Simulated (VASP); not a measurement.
Set up this calculation in VASP 6.6.1, as the native input.

```
Task                   : single point
Functional             : r2SCAN
Potentials or basis    : VASP PAW PBE potentials, release 64 (Cd)
Cutoff                 : 550 eV
k mesh                 : 12 × 12 × 12
Occupations            : fermi-dirac, width 0.1 eV
Spin                   : no spin polarisation
Dipole correction      : no
Further INCAR settings : ALGO = Normal; EDIFF = 1e-06; NBANDS = 12
```

Cd:

```
Cd
1.0
     2.86003    0.00000    0.00000
     0.00000    2.86003    0.00000
     0.00000    0.00000    2.86003
Cd
1
Direct
  0.00000 0.00000 0.00000
```

This isn't the form of Cd at room conditions, which is hcp.

One way to write it, as run:

POSCAR

```
Cd
1.0
    2.8600306442      0.0000000000      0.0000000000
    0.0000000000      2.8600306442      0.0000000000
    0.0000000000      0.0000000000      2.8600306442
Cd
1
Direct
    0.0000000000      0.0000000000      0.0000000000
```

INCAR.step1

```
SYSTEM = Cd
  PREC = Accurate
  ENCUT = 550
  ISMEAR = -1
  SIGMA = 0.1
  LREAL = .False.
  LASPH = .True.
  NELM = 120
  NBANDS = 12
  GGA = PE
  ALGO = Normal
  EDIFF = 1E-5
  LWAVE = .True.
  LCHARG = .False.
  GGA_COMPAT = .False.
```

INCAR.step2

```
SYSTEM = Cd
  PREC = Accurate
  ENCUT = 550
  EDIFF = 1E-6
  ISMEAR = -1
  SIGMA = 0.1
  LREAL = .False.
  LASPH = .True.
  NELM = 120
  ALGO = Normal
  ISIF = 2
  LWAVE = .False.
  LCHARG = .False.
  METAGGA = R2SCAN
  LMIXTAU = .True.
  NBANDS = 12
  ISTART = 1
  GGA_COMPAT = .False.
```

KPOINTS

```
regular mesh
0
Gamma
  12 12 12
  0 0 0
```

Potentials or basis: VASP PAW PBE potentials, release 64 (Cd).

Launch:

```console
$ cat potpaw_PBE.64/Cd/POTCAR > POTCAR
$ cp INCAR.step1 INCAR
$ mpirun -np 1 vasp_std > vasp.out
$ cp INCAR.step2 INCAR
$ mpirun -np 1 vasp_std > vasp.out
```

It gave:

```json
{
  "Pressure": "4.6 GPa",
  "Band gap on the k mesh": "zero (bands 6 and 7 overlap by 7.72 eV)"
}
```

Caveat: the cell stands under pressure; the PAW data sets were made with another functional, which shifts forces and pressure a little.

Wall time 22 s on 1 thread of Intel(R) Xeon(R) 6975P-C (Granite Rapids), with other jobs on the host, peak memory 0.15 GiB.
